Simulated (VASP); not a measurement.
# Mo (Cmme) in VASP: single point with PBE

Aim: the single point of Mo with PBE.

All numbers are computed with VASP 6.6.1; they aren't measurements. Logs are shortened: lines on timing, memory, paths and dates and some standing lists are left out, and cuts for length are marked.

### Step 1. The cell of the first run

It takes space group Cmme (No. 67, orthorhombic). The conventional cell has a = 3.142 Å, b = 4.443 Å, c = 8.737 Å, α = 90.00°, β = 90.00°, γ = 90.00°. Mo (site symmetry mm2) has 14 Mo at 2.60 to 3.14 Å within 3.4 Å. Mo (site symmetry mm2) has 14 Mo at 2.72 to 3.14 Å within 3.6 Å.

### Step 2. Single point, PBE

Contents of INCAR:

```
SYSTEM = Mo
ALGO = Fast
EDIFF = 1E-7
ENCUT = 520
GGA = PE
ISIF = 2
ISMEAR = 0
LASPH = .TRUE.
LCHARG = .TRUE.
LELF = .TRUE.
LREAL = .FALSE.
LVHAR = .TRUE.
LWAVE = .FALSE.
NBANDS = 36
NELM = 80
PREC = Accurate
SIGMA = 0.15
```

Contents of KPOINTS:

```
k-points
0
G
  18 18 6
  0 0 0
```

Contents of POSCAR:

```
Mo
1.0
   -1.5710000000      1.5710000000     -1.5710000000
   -1.5710000000     -1.5710000000      1.5710000000
    0.0000000000      6.1779339828      6.1779339828
Mo
4
Direct
    0.0000000000      0.0000000000      0.8900224598
    0.5000000000      0.5000000000      0.1271460657
    0.0000000000      0.0000000000      0.3814381971
    0.5000000000      0.5000000000      0.6357303284
```

Potentials or basis: VASP PAW PBE potentials, release 64 (Mo_sv).

Launch:

```
$ cat potpaw_PBE.64/Mo_sv/POTCAR > POTCAR
$ mpirun -np 1 vasp_std > vasp.out
```

OUTCAR:

```text
SYSTEM = Mo
   EDIFF = 1E-7
   ENCUT = 520
   GGA = PE
   ISIF = 2
   ISMEAR = 0
   LASPH = .TRUE.
   LREAL = .FALSE.
   NELM = 80
   PREC = Accurate

 ion  position               nearest neighbor table
   1  0.000  0.000  0.890-   2 2.60   2 2.60   4 2.72   4 2.72   2 3.04   2 3.04   4 3.14   4 3.14

   2  0.500  0.500  0.127-   1 2.60   1 2.60   3 2.72   3 2.72   1 3.04   1 3.04   3 3.14   3 3.14

   3  0.000  0.000  0.381-   4 2.72   4 2.72   2 2.72   2 2.72   4 3.14   4 3.14   2 3.14   2 3.14

   4  0.500  0.500  0.636-   3 2.72   3 2.72   1 2.72   1 2.72   3 3.14   3 3.14   1 3.14   1 3.14

  LATTYP: Found a base centered orthorhombic cell.
 ALAT       =     3.1420000000
 B/A-ratio  =     1.4142135624
 C/A-ratio  =     2.7806868319

  Lattice vectors:

 A1 = (  -1.5710000000,   1.5710000000,  -1.5710000000)
 A2 = (  -1.5710000000,  -1.5710000000,   1.5710000000)
 A3 = (   0.0000000000,   6.1779339828,   6.1779339828)

Analysis of symmetry for initial positions (statically):
=====================================================================
 Subroutine PRICEL returns:
 Original cell was already a primitive cell.

 Routine SETGRP: Setting up the symmetry group for a
 base centered orthorhombic supercell.

 Subroutine GETGRP returns: Found  8 space group operations
 (whereof  4 operations were pure point group operations)
 out of a pool of  8 trial point group operations.

The static configuration has the point symmetry C_2v.
 The point group associated with its full space group is D_2h.

Analysis of symmetry for dynamics (positions and initial velocities):
=====================================================================
 Subroutine PRICEL returns:
 Original cell was already a primitive cell.

 Routine SETGRP: Setting up the symmetry group for a
 base centered orthorhombic supercell.

 Subroutine GETGRP returns: Found  8 space group operations
 (whereof  4 operations were pure point group operations)
 out of a pool of  8 trial point group operations.

The dynamic configuration has the point symmetry C_2v.
 The point group associated with its full space group is D_2h.

 Subroutine INISYM returns: Found  8 space group operations
 (whereof  4 operations are pure point group operations),
 and found     1 'primitive' translations

----------------------------------------------------------------------------------------

                                     Primitive cell

  volume of cell :      60.9896

  direct lattice vectors                    reciprocal lattice vectors
    -1.571000000  1.571000000 -1.571000000    -0.318268619  0.159134309 -0.159134309
    -1.571000000 -1.571000000  1.571000000    -0.318268619 -0.159134309  0.159134309
     0.000000000  6.177933983  6.177933983     0.000000000  0.080933205  0.080933205

  length of vectors
     2.721051819  2.721051819  8.736918026     0.389797858  0.389797858  0.114456837

  position of ions in fractional coordinates (direct lattice)
     0.000000000  0.000000000  0.890022460
     0.500000000  0.500000000  0.127146066
     0.000000000  0.000000000  0.381438197
     0.500000000  0.500000000  0.635730328

  ion indices of the primitive-cell ions
   primitive index   ion index
                 1           1
                 2           2
                 3           3
                 4           4

----------------------------------------------------------------------------------------

 KPOINTS: k-points

Automatic generation of k-mesh.
 Grid dimensions read from file:
 generate k-points for:   18   18    6

 Generating k-lattice:

  Cartesian coordinates                     Fractional coordinates (reciprocal lattice)
    -0.017681590  0.008840795 -0.008840795     0.055555556  0.000000000  0.000000000
    -0.017681590 -0.008840795  0.008840795     0.000000000  0.055555556  0.000000000
     0.000000000  0.013488868  0.013488868     0.000000000  0.000000000  0.166666667

  Length of vectors
     0.021655437  0.021655437  0.019076139

  Shift w.r.t. Gamma in fractional coordinates (k-lattice)
     0.000000000  0.000000000  0.000000000

 Subroutine IBZKPT returns following result:
 ===========================================

 Found    364 irreducible k-points:

 Following reciprocal coordinates:
            Coordinates               Weight
  0.000000  0.000000  0.000000      1.000000
  0.055556  0.000000  0.000000      4.000000
  0.111111  0.000000  0.000000      4.000000
  0.166667  0.000000  0.000000      4.000000
  0.222222  0.000000  0.000000      4.000000
  0.277778  0.000000  0.000000      4.000000
[... 16 lines left out ...]
 -0.277778  0.055556  0.000000      4.000000
 -0.222222  0.055556  0.000000      4.000000
 [... further k-points ...]
   k-points           NKPTS =    364   k-points in BZ     NKDIM =    364   number of bands    NBANDS=     36
   number of dos      NEDOS =    301   number of ions     NIONS =      4
   total plane-waves  NPLWV =  28000
   dimension x,y,z NGX =    20 NGY =   20 NGZ =   70
   dimension x,y,z NGXF=    40 NGYF=   40 NGZF=  140
   ions per type =               4
   NGX,Y,Z   is equivalent  to a cutoff of  12.22, 12.22, 13.32 a.u.
   NGXF,Y,Z  is equivalent  to a cutoff of  24.44, 24.44, 26.64 a.u.
 SYSTEM =  Mo
   PREC   = accura    normal or accurate (medium, high low for compatibility)
   ISTART =      0    job   : 0-new  1-cont  2-samecut
   ICHARG =      2    charge: 1-file 2-atom 10-const
   ISPIN  =      1    spin polarized calculation?
   LNONCOLLINEAR =      F non collinear calculations
   LSORBIT =      F    spin-orbit coupling
   LASPH  =      T    aspherical Exc in radial PAW
   ENCUT  =  520.0 eV  38.22 Ry    6.18 a.u.   5.06  5.06 16.24*2*pi/ulx,y,z
   NELM   =     80;   NELMIN=  2; NELMDL= -5     # of ELM steps
   EDIFF  = 0.1E-06   stopping-criterion for ELM
   LREAL  =      F    real-space projection
   EDIFFG = 0.1E-05   stopping-criterion for IOM
   NSW    =      0    number of steps for IOM
   IBRION =     -1    ionic relax: 0-MD 1-quasi-New 2-CG
   NFREE  =      0    steps in history (QN), initial steepest desc. (CG)
   ISIF   =      2    stress and relaxation
   ISYM   =      2    0-nonsym 1-usesym 2-fastsym
   POTIM  = 0.5000    time-step for ionic-motion
   TEBEG  =    0.0;   TEEND  =   0.0 temperature during run
   PSTRESS=    0.0 pullay stress
   NELECT =      56.0000    total number of electrons
   NUPDOWN=      -1.0000    fix difference up-down
   EMIN   =  10.00;   EMAX   =-10.00  energy-range for DOS
   EFERMI =   0.00;   METHOD = LEGACY
   ISMEAR =     0;   SIGMA  =   0.15  broadening in eV -4-tet -1-fermi 0-gaus
   EFERMI_NEDOS =   21; number of points for ismear=-14 and -15
   IALGO  =     68    algorithm
   IMIX   =      4    mixing-type and parameters
     AMIX     =   0.40;   BMIX     =  1.00
     AMIX_MAG =   1.60;   BMIX_MAG =  1.00
  volume/ion in A,a.u.               =      15.25       102.89
  Fermi-wavevector in a.u.,A,eV,Ry     =   1.591179  3.006892 34.447907  2.531850
  Thomas-Fermi vector in A             =   2.689759
   LORBIT       =      0    0 simple, 1 ext, 2 COOP (PROOUT), +10 PAW based schemes
   GGA     = PE    functional components
   LHFCALC =     F    Hartree Fock is set to
   AEXX    =    0.0000 exact exchange contribution
   IVDW    =     0    specifies the selected vdW correction
   LEPSILON=     F    determine dielectric tensor
   LRPA    =     F    only Hartree local field effects (RPA)
 non-spin polarized calculation
 RMM-DIIS sequential band-by-band and
 Gauss-broadening in eV      SIGMA  =   0.15
  energy-cutoff  :      520.00
  volume of cell :       60.99
 maximum number of plane-waves:      1668
   NGX = 11   NGY = 11   NGZ = 33

 number of electron      55.9999991 magnetization

 Free energy of the ion-electron system (eV)
  ---------------------------------------------------
  ext. energy  EPLUGINS =         0.00000000
  ---------------------------------------------------
  free energy    TOTEN  =       -43.60153805 eV

  energy without entropy =      -43.57518411  energy(sigma->0) =      -43.58836108

 E-fermi :  13.0141     XC(G=0): -13.5286

 val. band max:       13.0084377955   @ k =   0.3333   0.2778   0.0000
 cond. band min:      13.0190131692   @ k =   0.3889   0.1111   0.0000
 fundamental gap:      0.0105753737
 Fermi energy:        13.0140656059

 k-point     1 :       0.0000    0.0000    0.0000
  band No.  band energies     occupation
      1     -48.2911      2.00000
      2     -48.1547      2.00000
      3     -48.1184      2.00000
      4     -47.9641      2.00000
      5     -23.0395      2.00000
      6     -22.3362      2.00000
[... 28 lines left out ...]
     35      14.7781      0.00000
     36      14.9650      0.00000

 k-point     2 :       0.0556    0.0000    0.0000
  band No.  band energies     occupation
      1     -48.2847      2.00000
      2     -48.1502      2.00000
      3     -48.1145      2.00000
      4     -47.9624      2.00000
      5     -23.0251      2.00000
      6     -22.3479      2.00000
[... 28 lines left out ...]
     35      14.7220      0.00000
     36      14.8138      0.00000

 k-point     3 :       0.1111    0.0000    0.0000
  band No.  band energies     occupation
      1     -48.2659      2.00000
      2     -48.1374      2.00000
      3     -48.1035      2.00000
      4     -47.9577      2.00000
      5     -22.9828      2.00000
      6     -22.3845      2.00000
[... 28 lines left out ...]
     35      14.7591      0.00000
     36      14.9381      0.00000
[... 742 lines left out ...]
 k-point    23 :      -0.2778    0.0556    0.0000
  band No.  band energies     occupation
      1     -48.1682      2.00000
      2     -48.0686      2.00000
      3     -48.0430      2.00000
      4     -47.9276      2.00000
      5     -22.7835      2.00000
      6     -22.6027      2.00000
[... 28 lines left out ...]
     35      15.4295      0.00000
     36      15.4426      0.00000

 k-point    24 :      -0.2222    0.0556    0.0000
  band No.  band energies     occupation
      1     -48.2087      2.00000
      2     -48.0947      2.00000
      3     -48.0648      2.00000
      4     -47.9342      2.00000
      5     -22.8693      2.00000
      6     -22.4775      2.00000
[... 28 lines left out ...]
     35      14.9666      0.00000
     36      15.1385      0.00000

 [... further k-points ...]

------------------------ aborting loop because EDIFF is reached ----------------------------------------

  FORCE on cell =-STRESS in cart. coord.  units (eV):
  Direction    XX          YY          ZZ          XY          YZ          ZX
  --------------------------------------------------------------------------------------
  -------------------------------------------------------------------------------------
  Total        3.3726779      4.5687064      4.5687064      0.0000000      0.7198712      0.0000000
  in kB       88.5992047    120.0185028    120.0185028      0.0000000     18.9107939      0.0000000
  external PRESSURE =     109.5454034 kB  Pullay stress =       0.0000000 kB

 VOLUME and BASIS-vectors are now :
 -----------------------------------------------------------------------------
  energy-cutoff  :      520.00
  volume of cell :       60.99
      direct lattice vectors                 reciprocal lattice vectors
    -1.571000000  1.571000000 -1.571000000    -0.318268619  0.159134309 -0.159134309
    -1.571000000 -1.571000000  1.571000000    -0.318268619 -0.159134309  0.159134309
     0.000000000  6.177933983  6.177933983     0.000000000  0.080933205  0.080933205

 POSITION                                       TOTAL-FORCE (eV/Angst)
 -----------------------------------------------------------------------------------
      0.00000      5.49850      5.49850        -0.000000     -0.887735     -0.887735
     -1.57100      0.78550      0.78550         0.000000      0.887735      0.887735
      0.00000      2.35650      2.35650         0.000000      0.034655      0.034655
     -1.57100      3.92750      3.92750         0.000000     -0.034655     -0.034655
 -----------------------------------------------------------------------------------
    total drift:                               -0.000000      0.000003      0.000003

  FREE ENERGIE OF THE ION-ELECTRON SYSTEM (eV)
  ---------------------------------------------------
  free  energy   TOTEN  =       -43.6015380503 eV

  energy  without entropy=      -43.5751841102  energy(sigma->0) =      -43.58836108
```

It took 10 min on 1 thread of Intel Xeon Platinum 8559C (Emerald Rapids), shared host; peak memory 0.59 GiB.

What came out:

| Property | Result |
| --- | --- |
| Free energy | -43.6015 eV |
| Pressure | 11.0 GPa |
| Largest force | 1.255 eV/Å |
| Band gap on the k mesh | zero (band 28 reaches 14.91 eV, above the bottom of band 29 at 11.96 eV) |

Forces in eV/Å, atoms in the order of the input:
```
Mo   0.000 -0.888 -0.888
Mo   0.000  0.888  0.888
Mo   0.000  0.035  0.035
Mo   0.000 -0.035 -0.035
```

Caveat: forces of over 1 eV/Å act on the atoms, so gaps and moduli don't describe the material at rest.
